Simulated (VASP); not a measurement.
# CdTe (zincblende type): single point with LDA

Crystal: CdTe (zincblende type).

```
CELL_PARAMETERS angstrom
0.00000 2.97405 2.97405
2.97405 0.00000 2.97405
2.97405 2.97405 0.00000
ATOMIC_POSITIONS crystal
Cd 0.00000 0.00000 0.00000
Te 0.25000 0.25000 0.25000
```

* Program: VASP 6.6.1
* Task: single point
* Functional: LDA
* Potentials or basis: VASP PAW LDA potentials, release 64 (Cd, Te)
* Cutoff: 520 eV
* k mesh: 12 × 12 × 12
* Occupations: fermi-dirac, width 0.05 eV
* Spin: no spin polarisation

```
Pressure               : 18.3 GPa
Band gap on the k mesh : 1.37 eV
```

Levels at points of the mesh, in eV from the valence-band top:
| k point | band 5 | band 6 | band 7 | band 8 | band 9 | band 10 | band 11 | band 12 | band 13 | band 14 |
| --- | --- | --- | --- | --- | --- | --- | --- | --- | --- | --- |
| (0.00, 0.00, 0.00) | -9.09 | -9.09 | 0.00 | 0.00 | 0.00 | 1.37 | 4.20 | 4.20 | 4.20 | 7.48 |
| (0.50, 0.00, 0.00) | -9.08 | -8.49 | -6.27 | -1.27 | -1.27 | 1.87 | 4.88 | 4.88 | 6.69 | 9.63 |
| (0.50, 0.50, 0.00) | -9.04 | -8.25 | -5.82 | -2.97 | -2.97 | 1.77 | 2.27 | 10.26 | 10.29 | 10.29 |

Wall time 69 s on 1 thread of Intel Xeon 8259CL, with other jobs on the host, peak memory 0.2 GiB.

Caveat: the cell stands under pressure; spin-orbit coupling is left out, which moves the levels of the heavy elements. A k mesh can miss the band edges.
